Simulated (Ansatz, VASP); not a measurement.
# KBr in VASP and in Ansatz

File POSCAR:

```
KBr
1.0
    0.0000000000      3.5559000000      3.0291000000
    3.5559000000      0.0000000000      3.0291000000
    3.5559000000      3.5559000000      0.0000000000
K Br
1 1
Direct
    0.0000000000      0.0000000000      0.0000000000
    0.5000000000      0.5000000000      0.5000000000
```

File INCAR.step1:

```
SYSTEM = KBr
PREC = Accurate ; ENCUT = 520
ISMEAR = 0 ; SIGMA = 0.05
LREAL = .False. ; LASPH = .True.
NELM = 80 ; NBANDS = 15
GGA = PE ; ALGO = Normal
EDIFF = 1E-4 ; LWAVE = .True.
LCHARG = .False.
```

File INCAR.step2:

```
SYSTEM = KBr
PREC = Accurate ; ENCUT = 520
EDIFF = 1E-6 ; ISMEAR = 0
SIGMA = 0.05 ; LREAL = .False.
LASPH = .True. ; NELM = 80
ALGO = Normal ; ISIF = 2
LWAVE = .False. ; LCHARG = .False.
METAGGA = R2SCAN ; LMIXTAU = .True.
NBANDS = 15 ; ISTART = 1
```

The input KPOINTS:

```
regular mesh
0
Gamma
  6 6 6
  0 0 0
```

Input for Ansatz:

```yaml
crystal:
  lattice:
    - [0.0, 3.5559, 3.0291]
    - [3.5559, 0.0, 3.0291]
    - [3.5559, 3.5559, 0.0]
  atoms:
    - { symbol: K, position: [0.0, 0.0, 0.0] }
    - { symbol: Br, position: [0.5, 0.5, 0.5] }
basis:
  ecutwfc: 500
kpoints:
  mp_grid: { grid: [6, 6, 6] }
hamiltonian:
  xc: r2scan
scf:
  occupations: { method: gaussian, width: 0.05 }
output:
  forces: true
  stress: true
  eigenvalues: true
```

Change from the starting cell: strain +0.080 along x and y, -0.080 along z, atoms carried along.

Alike in both runs: task single point; functional r2SCAN; k mesh 6 × 6 × 6; occupations gaussian, width 0.05 eV; no spin polarisation.

```csv
,VASP,Ansatz
version,VASP 6.6.1,Ansatz 0.2.0
potentials or method,"VASP PAW PBE potentials, release 64 (K_sv, Br), cutoff 520 eV","scalar-relativistic, plane waves, PAW"
valence electrons in the cell,16,16
```

Ansatz gave:

- gap on the k mesh at the Fermi level (eV): 4.77
- least direct gap on the mesh (eV): 4.77
- pressure (GPa): 0.4
- traceless stress, the component that is largest in VASP (GPa): 4.04

Question: What did VASP give for the same quantities?

Answer: gap on the k mesh at the Fermi level (eV): 4.78; least direct gap on the mesh (eV): 4.78; pressure (GPa): 0.4; traceless stress, the component that is largest in VASP (GPa): 4.08.

VASP's potentials were made for PBE, not for r2SCAN.
